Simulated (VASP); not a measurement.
# MnO (Fm-3m) in VASP: a series of runs, part 2 of 2

VASP 6.6.1. The steps go on from the part before.

## 4. Single point, PBE, collinear spin, zero start

This run uses another cell than the first one, of 11.00 Å³/atom, 0.962 times its volume.

Contents of INCAR:

```
  PREC = Accurate
  ENCUT = 520
  EDIFF = 1E-6
  ISMEAR = -1
  SIGMA = 0.05
  LREAL = False
  LASPH = True
  NELM = 150
  ALGO = Normal
  ISIF = 2
  LWAVE = False
  LCHARG = False
  ISPIN = 2
  MAGMOM = 0 0
  LORBIT = 11
  NUPDOWN = 0.0
  LMAXMIX = 4
  GGA = PE
  NBANDS = 20
```

Contents of KPOINTS:

```
regular mesh
0
Gamma
  9 9 9
```

Contents of POSCAR:

```
MnO
1.0
    0.0000000000      2.2239077028      2.2239077028
    2.2239077028      0.0000000000      2.2239077028
    2.2239077028      2.2239077028      0.0000000000
Mn O
1 1
Direct
    0.0000000000      0.0000000000      0.0000000000
    0.5000000000      0.5000000000      0.5000000000
```

Potentials or basis: VASP PAW PBE potentials, release 64 (Mn_pv, O).

On the command line:

```
$ cat potpaw_PBE.64/Mn_pv/POTCAR potpaw_PBE.64/O/POTCAR > POTCAR
$ mpirun -np 1 vasp_std > vasp.out
```

OUTCAR:

```text
PREC = Accurate
   ENCUT = 520
   EDIFF = 1E-6
   ISMEAR = -1
   LREAL = False
   LASPH = True
   NELM = 150
   ISIF = 2
   ISPIN = 2
   LORBIT = 11
   NUPDOWN = 0.0
   GGA = PE

 ion  position               nearest neighbor table
   1  0.000  0.000  0.000-   2 2.22   2 2.22   2 2.22   2 2.22   2 2.22   2 2.22
   2  0.500  0.500  0.500-   1 2.22   1 2.22   1 2.22   1 2.22   1 2.22   1 2.22

  LATTYP: Found a face centered cubic cell.
 ALAT       =     4.4478154056

  Lattice vectors:

 A1 = (   0.0000000000,   2.2239077028,   2.2239077028)
 A2 = (   2.2239077028,   0.0000000000,   2.2239077028)
 A3 = (   2.2239077028,   2.2239077028,   0.0000000000)

Analysis of symmetry for initial positions (statically):
=====================================================================
 Subroutine PRICEL returns:
 Original cell was already a primitive cell.

 Routine SETGRP: Setting up the symmetry group for a
 face centered cubic supercell.

 Subroutine GETGRP returns: Found 48 space group operations
 (whereof 48 operations were pure point group operations)
 out of a pool of 48 trial point group operations.

The static configuration has the point symmetry O_h .

Analysis of symmetry for dynamics (positions and initial velocities):
=====================================================================
 Subroutine PRICEL returns:
 Original cell was already a primitive cell.

 Routine SETGRP: Setting up the symmetry group for a
 face centered cubic supercell.

 Subroutine GETGRP returns: Found 48 space group operations
 (whereof 48 operations were pure point group operations)
 out of a pool of 48 trial point group operations.

The dynamic configuration has the point symmetry O_h .

Analysis of structural, dynamic, and magnetic symmetry:
=====================================================================
 Subroutine PRICEL returns:
 Original cell was already a primitive cell.

 Routine SETGRP: Setting up the symmetry group for a
 face centered cubic supercell.
[... 148 lines left out ...]
  ext. energy  EPLUGINS =         0.00000000
  ---------------------------------------------------
  free energy    TOTEN  =       -14.26177121 eV

  energy without entropy =      -14.19614726  energy(sigma->0) =      -14.22895923

 E-fermi :   6.9974     XC(G=0): -12.0028

 val. band max:        6.9790441876   @ k =   0.4444   0.2222   0.0000
 cond. band min:       6.9976698120   @ k =  -0.3333   0.3333   0.0000
 fundamental gap:      0.0186256244
 Fermi energy:         6.9974577834

 spin component 1

 k-point     1 :       0.0000    0.0000    0.0000
  band No.  band energies     occupation
      1     -41.1017      1.00000
      2     -41.1017      1.00000
      3     -41.1017      1.00000
      4     -13.1542      1.00000
      5       3.2730      1.00000
      6       3.2730      1.00000
[... 541 lines left out ...]
     19      33.7255      0.00000
     20      35.6403      0.00000

 [... further k-points ...]

 spin component 2

 k-point     1 :       0.0000    0.0000    0.0000
  band No.  band energies     occupation
      1     -41.1017      1.00000
      2     -41.1017      1.00000
      3     -41.1017      1.00000
      4     -13.1542      1.00000
      5       3.2730      1.00000
      6       3.2730      1.00000
[... 541 lines left out ...]
     19      33.7255      0.00000
     20      35.6402      0.00000

 [... further k-points ...]

------------------------ aborting loop because EDIFF is reached ----------------------------------------

  FORCE on cell =-STRESS in cart. coord.  units (eV):
  Direction    XX          YY          ZZ          XY          YZ          ZX
  --------------------------------------------------------------------------------------
  -------------------------------------------------------------------------------------
  Total       -4.6374476     -4.6374476     -4.6374476      0.0000000      0.0000000     -0.0000000
  in kB     -337.7608642   -337.7608642   -337.7608642      0.0000000      0.0000000     -0.0000000
  external PRESSURE =    -337.7608642 kB  Pullay stress =       0.0000000 kB

 VOLUME and BASIS-vectors are now :
 -----------------------------------------------------------------------------
  energy-cutoff  :      520.00
  volume of cell :       22.00
      direct lattice vectors                 reciprocal lattice vectors
     0.000000000  2.223907703  2.223907703    -0.224829474  0.224829474  0.224829474
     2.223907703  0.000000000  2.223907703     0.224829474 -0.224829474  0.224829474
     2.223907703  2.223907703  0.000000000     0.224829474  0.224829474 -0.224829474

 POSITION                                       TOTAL-FORCE (eV/Angst)
 -----------------------------------------------------------------------------------
      0.00000      0.00000      0.00000         0.000000      0.000000      0.000000
      2.22391      2.22391      2.22391         0.000000      0.000000      0.000000
 -----------------------------------------------------------------------------------
    total drift:                                0.000000     -0.000000     -0.000000

  FREE ENERGIE OF THE ION-ELECTRON SYSTEM (eV)
  ---------------------------------------------------
  free  energy   TOTEN  =       -14.2617712077 eV

  energy  without entropy=      -14.1961472609  energy(sigma->0) =      -14.22895923

 total charge

# of ion       s       p       d       tot
------------------------------------------
    1        0.179   6.147   5.074  11.400
    2        1.549   3.356   0.000   4.905
--------------------------------------------------
tot          1.728   9.503   5.074  16.305

 magnetization (x)

# of ion       s       p       d       tot
------------------------------------------
    1        0.000   0.000   0.000   0.000
    2        0.000  -0.000   0.000  -0.000
--------------------------------------------------
tot          0.000  -0.000   0.000  -0.000
```

OSZICAR:

```text
N       E                     dE             d eps       ncg     rms          rms(c)
DAV:   1     0.171542583142E+03    0.17154E+03   -0.10313E+04  2800   0.112E+03
DAV:   2    -0.887979783430E+01   -0.18042E+03   -0.17001E+03  2896   0.327E+02
DAV:   3    -0.171444978392E+02   -0.82647E+01   -0.81488E+01  3128   0.750E+01
[... 10 lines left out ...]
DAV:  14    -0.142617948054E+02   -0.73788E-05   -0.80094E-05  3224   0.611E-02    0.162E-02
DAV:  15    -0.142617979894E+02   -0.31840E-05   -0.33910E-06  2696   0.113E-02    0.163E-02
DAV:  16    -0.142617650086E+02    0.32981E-04   -0.27179E-04  3064   0.503E-02    0.110E-02
DAV:  17    -0.142617673998E+02   -0.23913E-05   -0.54189E-05  3440   0.221E-02    0.524E-03
DAV:  18    -0.142617704153E+02   -0.30155E-05   -0.81869E-06  2244   0.101E-02    0.224E-03
DAV:  19    -0.142617712077E+02   -0.79236E-06   -0.52906E-07  1472   0.540E-03
   1 F= -.14261771E+02 E0= -.14228959E+02  d E =-.656239E-01  mag=     0.0000
```

Wall time 20 s (1 thread of Intel Xeon Platinum 8488C (Sapphire Rapids), shared host); peak memory 0.15 GiB.

What came out:

```yaml
Free_energy: -14.2618 eV
Pressure: -33.8 GPa
Net_moment: 0.00 μB per cell
Valence_electrons_inside_the_program's_atomic_spheres: Mn 11.40; O 4.91
```

Caveat: the total moment is fixed, so each spin has its own Fermi level.

## 5. Single point, PBE, collinear spin, ferromagnetic start

This run uses another cell than the first one, of 11.00 Å³/atom, 0.962 times its volume.

Contents of INCAR:

```
SYSTEM = MnO
PREC     = Accurate       ! precision mode
ENCUT    = 520            ! plane-wave cutoff, eV
EDIFF    = 1E-6           ! SCF threshold, eV
ISMEAR   = -1             ! smearing method
SIGMA    = 0.05           ! smearing width, eV
LREAL    = .FALSE.        ! projectors in reciprocal space
LASPH    = .TRUE.         ! aspherical terms in the spheres
NELM     = 150            ! most SCF steps
ALGO     = Normal         ! electronic algorithm
ISIF     = 2              ! what is computed and relaxed
LWAVE    = .FALSE.        ! write WAVECAR
LCHARG   = .FALSE.        ! write CHGCAR
ISPIN    = 2              ! spin polarisation
MAGMOM   = 1 0            ! initial moments
LORBIT   = 11             ! projections on sites
NUPDOWN  = 1.0            ! fixed moment
LMAXMIX  = 4              ! l up to which the mixer works
GGA      = PE             ! functional
NBANDS   = 20             ! bands
```

Contents of KPOINTS:

```
Automatic mesh
0
G
  9 9 9
  0 0 0
```

POSCAR is that of step 4.

Potentials or basis: VASP PAW PBE potentials, release 64 (Mn_pv, O).

On the command line:

```
$ cat potpaw_PBE.64/Mn_pv/POTCAR potpaw_PBE.64/O/POTCAR > POTCAR
$ mpirun -np 1 vasp_std > vasp.out
```

OUTCAR:

```text
SYSTEM = MnO
   PREC = Accurate
   ENCUT = 520
   EDIFF = 1E-6
   ISMEAR = -1
   LREAL = .FALSE.
   LASPH = .TRUE.
   NELM = 150
   ISIF = 2
   ISPIN = 2
   LORBIT = 11
   NUPDOWN = 1.0
   GGA = PE

 ion  position               nearest neighbor table
   1  0.000  0.000  0.000-   2 2.22   2 2.22   2 2.22   2 2.22   2 2.22   2 2.22
   2  0.500  0.500  0.500-   1 2.22   1 2.22   1 2.22   1 2.22   1 2.22   1 2.22

  LATTYP: Found a face centered cubic cell.
 ALAT       =     4.4478154056

  Lattice vectors:

 A1 = (   0.0000000000,   2.2239077028,   2.2239077028)
 A2 = (   2.2239077028,   0.0000000000,   2.2239077028)
 A3 = (   2.2239077028,   2.2239077028,   0.0000000000)

Analysis of symmetry for initial positions (statically):
=====================================================================
 Subroutine PRICEL returns:
 Original cell was already a primitive cell.

 Routine SETGRP: Setting up the symmetry group for a
 face centered cubic supercell.

 Subroutine GETGRP returns: Found 48 space group operations
[... 749 lines left out ...]
      5       3.4191      1.00000
      6       3.4191      1.00000
[... 541 lines left out ...]
     19      33.7420      0.00000
     20      35.6499      0.00000

 [... further k-points ...]

------------------------ aborting loop because EDIFF is reached ----------------------------------------

  FORCE on cell =-STRESS in cart. coord.  units (eV):
  Direction    XX          YY          ZZ          XY          YZ          ZX
  --------------------------------------------------------------------------------------
  -------------------------------------------------------------------------------------
  Total       -3.4197056     -3.4197056     -3.4197056      0.0000000      0.0000000      0.0000000
  in kB     -249.0686304   -249.0686304   -249.0686304      0.0000000      0.0000000      0.0000000
  external PRESSURE =    -249.0686304 kB  Pullay stress =       0.0000000 kB

 VOLUME and BASIS-vectors are now :
 -----------------------------------------------------------------------------
  energy-cutoff  :      520.00
  volume of cell :       22.00
      direct lattice vectors                 reciprocal lattice vectors
     0.000000000  2.223907703  2.223907703    -0.224829474  0.224829474  0.224829474
     2.223907703  0.000000000  2.223907703     0.224829474 -0.224829474  0.224829474
     2.223907703  2.223907703  0.000000000     0.224829474  0.224829474 -0.224829474

 POSITION                                       TOTAL-FORCE (eV/Angst)
 -----------------------------------------------------------------------------------
      0.00000      0.00000      0.00000         0.000000      0.000000     -0.000000
      2.22391      2.22391      2.22391        -0.000000     -0.000000      0.000000
 -----------------------------------------------------------------------------------
    total drift:                                0.000000     -0.000000     -0.000000

  FREE ENERGIE OF THE ION-ELECTRON SYSTEM (eV)
  ---------------------------------------------------
  free  energy   TOTEN  =       -14.6367447089 eV

  energy  without entropy=      -14.6201865329  energy(sigma->0) =      -14.62846562

 total charge

# of ion       s       p       d       tot
------------------------------------------
    1        0.186   6.154   5.054  11.394
    2        1.562   3.350   0.000   4.913
--------------------------------------------------
tot          1.748   9.504   5.054  16.306

 magnetization (x)

# of ion       s       p       d       tot
------------------------------------------
    1       -0.004  -0.004   0.953   0.946
    2       -0.019   0.072   0.000   0.053
--------------------------------------------------
tot         -0.023   0.068   0.953   0.998
```

OSZICAR:

```text
N       E                     dE             d eps       ncg     rms          rms(c)
DAV:   1     0.171674523579E+03    0.17167E+03   -0.10674E+04  2800   0.115E+03
DAV:   2    -0.897670049317E+01   -0.18065E+03   -0.17021E+03  2900   0.328E+02
DAV:   3    -0.172612922472E+02   -0.82846E+01   -0.81683E+01  3144   0.751E+01
DAV:   4    -0.173225921041E+02   -0.61300E-01   -0.61283E-01  3176   0.676E+00
DAV:   5    -0.173231327877E+02   -0.54068E-03   -0.54067E-03  3156   0.631E-01    0.142E+01
DAV:   6    -0.175238745437E+02   -0.20074E+00   -0.21316E+01  3572   0.471E+01    0.207E+01
DAV:   7    -0.145746568122E+02    0.29492E+01   -0.18787E+01  3164   0.373E+01    0.512E+00
DAV:   8    -0.145071581240E+02    0.67499E-01   -0.64762E-01  3108   0.579E+00    0.265E+00
DAV:   9    -0.146155008194E+02   -0.10834E+00   -0.68449E-01  3316   0.427E+00    0.191E+00
DAV:  10    -0.146332501426E+02   -0.17749E-01   -0.27424E-02  3012   0.163E+00    0.140E+00
DAV:  11    -0.146360133472E+02   -0.27632E-02   -0.39190E-03  3220   0.449E-01    0.109E+00
DAV:  12    -0.146365461901E+02   -0.53284E-03   -0.64499E-03  3272   0.913E-01    0.207E-01
DAV:  13    -0.146367086683E+02   -0.16248E-03   -0.42081E-04  3112   0.186E-01    0.737E-02
DAV:  14    -0.146367460146E+02   -0.37346E-04   -0.62561E-05  3132   0.666E-02    0.395E-02
DAV:  15    -0.146367387422E+02    0.72724E-05   -0.23372E-05  3128   0.414E-02    0.147E-02
DAV:  16    -0.146367454098E+02   -0.66676E-05   -0.18939E-05  2996   0.376E-02    0.779E-03
DAV:  17    -0.146367447089E+02    0.70090E-06   -0.13521E-06  2540   0.988E-03
   1 F= -.14636745E+02 E0= -.14628466E+02  d E =-.165582E-01  mag=     1.0000
```

It took 17 s on 1 thread of Intel Xeon Platinum 8488C (Sapphire Rapids), shared host; peak memory 0.16 GiB.

Results:

| Quantity | Value |
| --- | --- |
| Free energy | -14.6367 eV |
| Pressure | -24.9 GPa |
| Net moment | 1.00 μB per cell |
| Site moments | Mn +0.95; O +0.05 μB |
| Valence electrons inside the program's atomic spheres | Mn 11.39; O 4.91 |

Caveat: the total moment is fixed, so each spin has its own Fermi level; a cell with one magnetic atom can't hold antiferromagnetic order, which such compounds often take.

## 6. Overview

| level | spin | fixed moment (μB) | cell | k mesh | gap on the mesh (eV) | pressure (GPa) | moment (μB) |
| --- | --- | --- | --- | --- | --- | --- | --- |
| PBEsol | collinear, ferromagnetic start | - | a = 3.186 Å, angles 60.0°, 2 atoms | 10 × 10 × 10 | none | -11.1 | 4.82 |
| PBEsol | collinear, ferromagnetic start | - | a = 3.207 Å, angles 60.0°, 2 atoms | 10 × 10 × 10 | none | -12.6 | 4.86 |
| PBE | collinear, zero start | 0.0 | a = 3.145 Å, angles 60.0°, 2 atoms | 9 × 9 × 9 | - | -33.8 | 0.00 |
| PBE | collinear, ferromagnetic start | 1.0 | a = 3.145 Å, angles 60.0°, 2 atoms | 9 × 9 × 9 | - | -24.9 | 1.00 |

Alike in all rows: task single point; potentials or basis VASP PAW PBE potentials, release 64 (Mn_pv, O); cutoff (eV) 520; smearing fermi-dirac 0.05 eV.

Caveats: a cell with one magnetic atom can't hold antiferromagnetic order, which such compounds often take (some runs); the PAW data sets were made with another functional, which shifts forces and pressure a little (some runs); semilocal functionals often make such compounds metallic where correlation or magnetic order opens a gap, which also shifts bond lengths (some runs); the total moment is fixed, so each spin has its own Fermi level (some runs).

Absolute energies hang on the potentials; compare differences alone.
